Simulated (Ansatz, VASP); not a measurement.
**Two plane-wave programs on KPtBr3**

```xyz
10
Lattice="3.6582 6.3361 0.0000 -3.6582 6.3361 0.0000 0.0000 0.0000 6.2493" Properties=species:S:1:pos:R:3 pbc="T T T"
Pt    0.0000    0.0000    0.0000
Pt    0.0000    0.0000    3.1246
K    -0.0004    4.2243    4.6869
K    -0.0004    8.4479    1.5623
Br   -1.9352    5.3413    1.5623
Br   -1.9352    7.3309    4.6869
Br    0.0000    1.9895    1.5623
Br    1.9352    7.3309    4.6869
Br    1.9352    5.3413    1.5623
Br    0.0000   10.6827    4.6869
```

Alike in both runs: task single point; functional RPBE; k mesh 3 × 3 × 3; occupations fermi-dirac, width 0.15 eV; no spin polarisation.

|  | VASP | Ansatz |
| --- | --- | --- |
| version | VASP 6.6.1 | Ansatz 0.2.0 |
| potentials or method | VASP PAW PBE potentials, release 64 (Pt, K_sv, Br), cutoff 500 eV | PAW plane waves |
| valence electrons in the cell | 80 | 96 |

|  | VASP | Ansatz | Ansatz less VASP |
| --- | --- | --- | --- |
| pressure (GPa) | 8.1 | 8.2 | +0.01 |
| traceless stress, the component that is largest in VASP (GPa) | 1.27 | 1.28 | +0.008 |
| rms of the force components (eV/Å) | 0.903 | 0.903 | 0.0000 |

VASP's potentials were made for PBE, not for RPBE. Atom by atom the forces differ by 0.000 eV/Å (rms over components). The functional is the same, so the differences come from potentials, cutoffs and numerics. VASP's potentials hold 80 valence electrons a cell and Ansatz's 96, so a difference there can come from the potentials and not from the codes. Ansatz's warnings: structure snapped to symmetry.

Neither program's run includes spin-orbit coupling.
